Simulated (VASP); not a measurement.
# Zr (Im-3m) in VASP: further runs

Runs on Zr. Level: PBE. Tasks: single point.

All numbers are computed with VASP 6.6.1; they aren't measurements. Logs are shortened: lines on timing, memory, paths and dates and some standing lists are left out, and cuts for length are marked.

## Step 1: The cell of the first run

Symmetry: Im-3m, No. 229, cubic system. Conventional cell: a = 3.452 Å, b = 3.452 Å, c = 3.452 Å, α = 90.00°, β = 90.00°, γ = 90.00°. Zr (site symmetry m-3m) has 14 Zr at 2.99 to 3.45 Å within 3.9 Å.

## Step 2: Single point, PBE (volume scaled by 0.9)

INCAR reads:

```
SYSTEM = Zr
  ALGO = Normal
  EDIFF = 1E-7
  ENCUT = 520
  GGA = PE
  ISIF = 2
  ISMEAR = -1
  LASPH = .TRUE.
  LCHARG = .TRUE.
  LELF = .TRUE.
  LREAL = .FALSE.
  LVHAR = .TRUE.
  LWAVE = .FALSE.
  NBANDS = 12
  NELM = 100
  PREC = Accurate
  SIGMA = 0.05
```

KPOINTS reads:

```
k-points
0
G
  16 16 16
  0 0 0
```

POSCAR reads:

```
Zr
1.0
   -1.7260234270      1.7260234270      1.7260234270
    1.7260234270     -1.7260234270      1.7260234270
    1.7260234270      1.7260234270     -1.7260234270
Zr
1
Direct
    0.0000000000      0.0000000000      0.0000000000
```

Potentials or basis: VASP PAW PBE potentials, release 64 (Zr_sv).

On the command line:

```
cat potpaw_PBE.64/Zr_sv/POTCAR > POTCAR
mpirun -np 1 vasp_std > vasp.out
```

OUTCAR:

```text
SYSTEM = Zr
   EDIFF = 1E-7
   ENCUT = 520
   GGA = PE
   ISIF = 2
   ISMEAR = -1
   LASPH = .TRUE.
   LREAL = .FALSE.
   NELM = 100
   PREC = Accurate

 ion  position               nearest neighbor table
   1  0.000  0.000  0.000-

  LATTYP: Found a body centered cubic cell.
 ALAT       =     3.4520468540

  Lattice vectors:

 A1 = (  -1.7260234270,   1.7260234270,   1.7260234270)
 A2 = (   1.7260234270,  -1.7260234270,   1.7260234270)
 A3 = (   1.7260234270,   1.7260234270,  -1.7260234270)

Analysis of symmetry for initial positions (statically):
=====================================================================
 Subroutine PRICEL returns:
 Original cell was already a primitive cell.

 Routine SETGRP: Setting up the symmetry group for a
 body centered cubic supercell.

 Subroutine GETGRP returns: Found 48 space group operations
 (whereof 48 operations were pure point group operations)
 out of a pool of 48 trial point group operations.

The static configuration has the point symmetry O_h .

Analysis of symmetry for dynamics (positions and initial velocities):
=====================================================================
 Subroutine PRICEL returns:
 Original cell was already a primitive cell.

 Routine SETGRP: Setting up the symmetry group for a
 body centered cubic supercell.

 Subroutine GETGRP returns: Found 48 space group operations
 (whereof 48 operations were pure point group operations)
 out of a pool of 48 trial point group operations.

The dynamic configuration has the point symmetry O_h .

 Subroutine INISYM returns: Found 48 space group operations
 (whereof 48 operations are pure point group operations),
 and found     1 'primitive' translations

----------------------------------------------------------------------------------------

                                     Primitive cell

  volume of cell :      20.5684

  direct lattice vectors                    reciprocal lattice vectors
    -1.726023427  1.726023427  1.726023427     0.000000000  0.289683206  0.289683206
     1.726023427 -1.726023427  1.726023427     0.289683206  0.000000000  0.289683206
     1.726023427  1.726023427 -1.726023427     0.289683206  0.289683206  0.000000000

  length of vectors
     2.989560271  2.989560271  2.989560271     0.409673919  0.409673919  0.409673919

  position of ions in fractional coordinates (direct lattice)
     0.000000000  0.000000000  0.000000000

  ion indices of the primitive-cell ions
   primitive index   ion index
                 1           1

----------------------------------------------------------------------------------------

 KPOINTS: k-points

Automatic generation of k-mesh.
 Grid dimensions read from file:
 generate k-points for:   16   16   16

 Generating k-lattice:

  Cartesian coordinates                     Fractional coordinates (reciprocal lattice)
     0.000000000  0.018105200  0.018105200     0.062500000  0.000000000  0.000000000
     0.018105200  0.000000000  0.018105200     0.000000000  0.062500000  0.000000000
     0.018105200  0.018105200  0.000000000     0.000000000  0.000000000  0.062500000

  Length of vectors
     0.025604620  0.025604620  0.025604620

  Shift w.r.t. Gamma in fractional coordinates (k-lattice)
     0.000000000  0.000000000  0.000000000

 Subroutine IBZKPT returns following result:
 ===========================================

 Found    145 irreducible k-points:

 Following reciprocal coordinates:
            Coordinates               Weight
  0.000000  0.000000  0.000000      1.000000
  0.062500  0.000000  0.000000     12.000000
  0.125000  0.000000  0.000000     12.000000
  0.187500  0.000000  0.000000     12.000000
  0.250000  0.000000  0.000000     12.000000
  0.312500  0.000000  0.000000     12.000000
[... 16 lines left out ...]
  0.187500  0.187500  0.000000     24.000000
  0.250000  0.187500  0.000000     48.000000
 [... further k-points ...]
   k-points           NKPTS =    145   k-points in BZ     NKDIM =    145   number of bands    NBANDS=     12
   number of dos      NEDOS =    301   number of ions     NIONS =      1
   total plane-waves  NPLWV =  13824
   dimension x,y,z NGX =    24 NGY =   24 NGZ =   24
   dimension x,y,z NGXF=    48 NGYF=   48 NGZF=   48
   ions per type =               1
   NGX,Y,Z   is equivalent  to a cutoff of  13.35, 13.35, 13.35 a.u.
   NGXF,Y,Z  is equivalent  to a cutoff of  26.69, 26.69, 26.69 a.u.
 SYSTEM =  Zr
   PREC   = accura    normal or accurate (medium, high low for compatibility)
   ISTART =      0    job   : 0-new  1-cont  2-samecut
   ICHARG =      2    charge: 1-file 2-atom 10-const
   ISPIN  =      1    spin polarized calculation?
   LNONCOLLINEAR =      F non collinear calculations
   LSORBIT =      F    spin-orbit coupling
   LASPH  =      T    aspherical Exc in radial PAW
   ENCUT  =  520.0 eV  38.22 Ry    6.18 a.u.   5.56  5.56  5.56*2*pi/ulx,y,z
   NELM   =    100;   NELMIN=  2; NELMDL= -5     # of ELM steps
   EDIFF  = 0.1E-06   stopping-criterion for ELM
   LREAL  =      F    real-space projection
   EDIFFG = 0.1E-05   stopping-criterion for IOM
   NSW    =      0    number of steps for IOM
   IBRION =     -1    ionic relax: 0-MD 1-quasi-New 2-CG
   NFREE  =      0    steps in history (QN), initial steepest desc. (CG)
   ISIF   =      2    stress and relaxation
   ISYM   =      2    0-nonsym 1-usesym 2-fastsym
   POTIM  = 0.5000    time-step for ionic-motion
   TEBEG  =    0.0;   TEEND  =   0.0 temperature during run
   PSTRESS=    0.0 pullay stress
   NELECT =      12.0000    total number of electrons
   NUPDOWN=      -1.0000    fix difference up-down
   EMIN   =  10.00;   EMAX   =-10.00  energy-range for DOS
   EFERMI =   0.00;   METHOD = LEGACY
   ISMEAR =    -1;   SIGMA  =   0.05  broadening in eV -4-tet -1-fermi 0-gaus
   EFERMI_NEDOS =   21; number of points for ismear=-14 and -15
   IALGO  =     38    algorithm
   IMIX   =      4    mixing-type and parameters
     AMIX     =   0.40;   BMIX     =  1.00
     AMIX_MAG =   1.60;   BMIX_MAG =  1.00
  volume/ion in A,a.u.               =      20.57       138.80
  Fermi-wavevector in a.u.,A,eV,Ry     =   1.367945  2.585041 25.460213  1.871273
  Thomas-Fermi vector in A             =   2.493952
   LORBIT       =      0    0 simple, 1 ext, 2 COOP (PROOUT), +10 PAW based schemes
   GGA     = PE    functional components
   LHFCALC =     F    Hartree Fock is set to
   AEXX    =    0.0000 exact exchange contribution
   IVDW    =     0    specifies the selected vdW correction
   LEPSILON=     F    determine dielectric tensor
   LRPA    =     F    only Hartree local field effects (RPA)
 non-spin polarized calculation
  energy-cutoff  :      520.00
  volume of cell :       20.57
 maximum number of plane-waves:       586
 NGX is ok and might be reduce to    24
   NGX = 11   NGY = 11   NGZ = 11

 number of electron      12.0000000 magnetization

 Free energy of the ion-electron system (eV)
  ---------------------------------------------------
  ext. energy  EPLUGINS =         0.00000000
  ---------------------------------------------------
  free energy    TOTEN  =        -8.37043403 eV

  energy without entropy =       -8.35763994  energy(sigma->0) =       -8.36403698

 E-fermi :  10.1341     XC(G=0): -11.6511

 val. band max:       10.1334817304   @ k =   0.2500   0.0000   0.0000
 cond. band min:      10.1466053552   @ k =  -0.3125   0.3125   0.1250
 fundamental gap:      0.0131236248
 Fermi energy:        10.1340551781

 k-point     1 :       0.0000    0.0000    0.0000
  band No.  band energies     occupation
      1     -38.1269      2.00000
      2     -15.4231      2.00000
      3     -15.4231      2.00000
      4     -15.4231      2.00000
      5       4.6146      2.00000
      6      11.3222      0.00000
      7      11.3222      0.00000
      8      11.3222      0.00000
      9      14.1399      0.00000
     10      14.1399      0.00000
     11      22.9374      0.00000
     12      22.9374      0.00000

 k-point     2 :       0.0625    0.0000    0.0000
  band No.  band energies     occupation
      1     -38.1177      2.00000
      2     -15.4823      2.00000
      3     -15.4406      2.00000
      4     -15.4237      2.00000
      5       4.7690      2.00000
      6      11.2151      0.00000
      7      11.2877      0.00000
      8      11.4727      0.00000
      9      13.9638      0.00000
     10      14.1358      0.00000
     11      23.0823      0.00000
     12      23.2140      0.00000

 k-point     3 :       0.1250    0.0000    0.0000
  band No.  band energies     occupation
      1     -38.0911      2.00000
      2     -15.6480      2.00000
      3     -15.4900      2.00000
      4     -15.4255      2.00000
      5       5.2061      2.00000
      6      10.9284      0.00000
      7      11.1397      0.00000
      8      11.9177      0.00000
      9      13.6441      0.00000
     10      14.1371      0.00000
     11      23.4319      0.00000
     12      24.0070      0.00000

 k-point     4 :       0.1875    0.0000    0.0000
  band No.  band energies     occupation
      1     -38.0511      2.00000
      2     -15.8891      2.00000
      3     -15.5630      2.00000
      4     -15.4281      2.00000
      5       5.8421      2.00000
      6      10.5410      0.00058
      7      10.8439      0.00000
      8      12.6375      0.00000
      9      13.5134      0.00000
     10      14.1749      0.00000
     11      23.6727      0.00000
     12      25.2299      0.00000

 k-point     5 :       0.2500    0.0000    0.0000
  band No.  band energies     occupation
      1     -38.0034      2.00000
      2     -16.1639      2.00000
      3     -15.6478      2.00000
      4     -15.4312      2.00000
      5       6.5104      2.00000
      6      10.1335      1.00573
      7      10.5861      0.00024
      8      13.5967      0.00000
      9      13.6421      0.00000
     10      14.2777      0.00000
     11      23.3326      0.00000
     12      25.3030      0.00000
[... 228 lines left out ...]
      1     -37.8767      2.00000
      2     -16.7324      2.00000
      3     -15.9175      2.00000
      4     -15.5124      2.00000
      5       7.4616      2.00000
      6       9.3749      2.00000
      7      11.2788      0.00000
      8      13.9927      0.00000
      9      15.1384      0.00000
     10      17.6046      0.00000
     11      21.4881      0.00000
     12      22.2121      0.00000

 k-point    22 :       0.4375    0.1250   -0.0000
  band No.  band energies     occupation
      1     -37.8677      2.00000
      2     -16.7724      2.00000
      3     -15.9387      2.00000
      4     -15.5136      2.00000
      5       7.4251      2.00000
      6       9.3281      2.00000
      7      11.5444      0.00000
      8      14.0060      0.00000
      9      15.2591      0.00000
     10      18.0426      0.00000
     11      21.2744      0.00000
     12      21.7820      0.00000

 k-point    23 :       0.1875    0.1875    0.0000
  band No.  band energies     occupation
      1     -37.9442      2.00000
      2     -16.3969      2.00000
      3     -15.7634      2.00000
      4     -15.5281      2.00000
      5       7.4954      2.00000
      6       9.7097      1.99959
      7      10.1244      1.09617
      8      13.3276      0.00000
      9      14.8779      0.00000
     10      15.3598      0.00000
     11      23.2245      0.00000
     12      24.7320      0.00000

 k-point    24 :       0.2500    0.1875    0.0000
  band No.  band energies     occupation
      1     -37.9062      2.00000
      2     -16.5373      2.00000
      3     -15.8814      2.00000
      4     -15.5471      2.00000
      5       7.8832      2.00000
      6       9.4908      1.99999
      7      10.2233      0.28716
      8      13.5652      0.00000
      9      14.9886      0.00000
     10      16.6200      0.00000
     11      22.4052      0.00000
     12      24.1378      0.00000

 [... further k-points ...]
[... 5 lines left out ...]
  --------------------------------------------------------------------------------------
  -------------------------------------------------------------------------------------
  Total        1.3827964      1.3827964      1.3827964     -0.0000000      0.0000000      0.0000000
  in kB      107.7131585    107.7131585    107.7131585     -0.0000000      0.0000000      0.0000000
  external PRESSURE =     107.7131585 kB  Pullay stress =       0.0000000 kB

 VOLUME and BASIS-vectors are now :
 -----------------------------------------------------------------------------
  energy-cutoff  :      520.00
  volume of cell :       20.57
      direct lattice vectors                 reciprocal lattice vectors
    -1.726023427  1.726023427  1.726023427     0.000000000  0.289683206  0.289683206
     1.726023427 -1.726023427  1.726023427     0.289683206  0.000000000  0.289683206
     1.726023427  1.726023427 -1.726023427     0.289683206  0.289683206  0.000000000

 POSITION                                       TOTAL-FORCE (eV/Angst)
 -----------------------------------------------------------------------------------
      0.00000      0.00000      0.00000         0.000000      0.000000      0.000000
 -----------------------------------------------------------------------------------
    total drift:                                0.000000      0.000000      0.000000

  FREE ENERGIE OF THE ION-ELECTRON SYSTEM (eV)
  ---------------------------------------------------
  free  energy   TOTEN  =        -8.3704340268 eV

  energy  without entropy=       -8.3576399404  energy(sigma->0) =       -8.36403698
```

Run time: 44 s. Hardware: 1 thread of Intel Xeon 8259CL, shared host; peak memory 0.16 GiB.

What came out:

| Property | Result |
| --- | --- |
| Free energy | -8.3704 eV |
| Pressure | 10.8 GPa |
| Band gap on the k mesh | zero (band 6 reaches 11.32 eV, above the bottom of band 7 at 9.41 eV) |

## Step 3: Single point, PBE (volume scaled by 0.9)

INCAR reads:

```
PREC = Accurate ; ENCUT = 520
EDIFF = 1E-6 ; ISMEAR = -1
SIGMA = 0.05 ; LREAL = F
LASPH = T ; NELM = 100
ALGO = Normal ; ISIF = 2
LWAVE = F ; LCHARG = F
GGA = PE ; NBANDS = 12
```

KPOINTS reads:

```
regular mesh
0
Gamma
  16 16 16
```

POSCAR is that of step 2.

Potentials or basis: VASP PAW PBE potentials, release 64 (Zr_sv).

On the command line:

```
cat potpaw_PBE.64/Zr_sv/POTCAR > POTCAR
mpirun -np 1 vasp_std > vasp.out
```

OUTCAR:

```text
PREC = Accurate
   ENCUT = 520
   EDIFF = 1E-6
   ISMEAR = -1
   LREAL = F
   LASPH = T
   NELM = 100
   ISIF = 2
   GGA = PE

 ion  position               nearest neighbor table
   1  0.000  0.000  0.000-

  LATTYP: Found a body centered cubic cell.
 ALAT       =     3.4520468540

  Lattice vectors:

 A1 = (  -1.7260234270,   1.7260234270,   1.7260234270)
 A2 = (   1.7260234270,  -1.7260234270,   1.7260234270)
 A3 = (   1.7260234270,   1.7260234270,  -1.7260234270)

[... 528 lines left out ...]
      3     -15.8814      2.00000
      4     -15.5472      2.00000
      5       7.8832      2.00000
      6       9.4907      1.99999
      7      10.2233      0.28716
      8      13.5652      0.00000
      9      14.9886      0.00000
     10      16.6200      0.00000
     11      22.4051      0.00000
     12      24.1378      0.00000

 [... further k-points ...]
[... 5 lines left out ...]
  --------------------------------------------------------------------------------------
  -------------------------------------------------------------------------------------
  Total        1.3837995      1.3837995      1.3837995     -0.0000000      0.0000000      0.0000000
  in kB      107.7912971    107.7912971    107.7912971     -0.0000000      0.0000000      0.0000000
  external PRESSURE =     107.7912971 kB  Pullay stress =       0.0000000 kB

 VOLUME and BASIS-vectors are now :
 -----------------------------------------------------------------------------
  energy-cutoff  :      520.00
  volume of cell :       20.57
      direct lattice vectors                 reciprocal lattice vectors
    -1.726023427  1.726023427  1.726023427     0.000000000  0.289683206  0.289683206
     1.726023427 -1.726023427  1.726023427     0.289683206  0.000000000  0.289683206
     1.726023427  1.726023427 -1.726023427     0.289683206  0.289683206  0.000000000

 POSITION                                       TOTAL-FORCE (eV/Angst)
 -----------------------------------------------------------------------------------
      0.00000      0.00000      0.00000         0.000000      0.000000     -0.000000
 -----------------------------------------------------------------------------------
    total drift:                                0.000000      0.000000      0.000000

  FREE ENERGIE OF THE ION-ELECTRON SYSTEM (eV)
  ---------------------------------------------------
  free  energy   TOTEN  =        -8.3704340584 eV

  energy  without entropy=       -8.3576399775  energy(sigma->0) =       -8.36403702
```

It took 37 s on 1 thread of Intel Xeon 8259CL, shared host; peak memory 0.16 GiB.

What came out:

| Item | Value |
| --- | --- |
| Free energy | -8.3704 eV |
| Pressure | 10.8 GPa |
| Band gap on the k mesh | zero (band 6 reaches 11.32 eV, above the bottom of band 7 at 9.41 eV) |

(Part 1 of 2 ends here.)
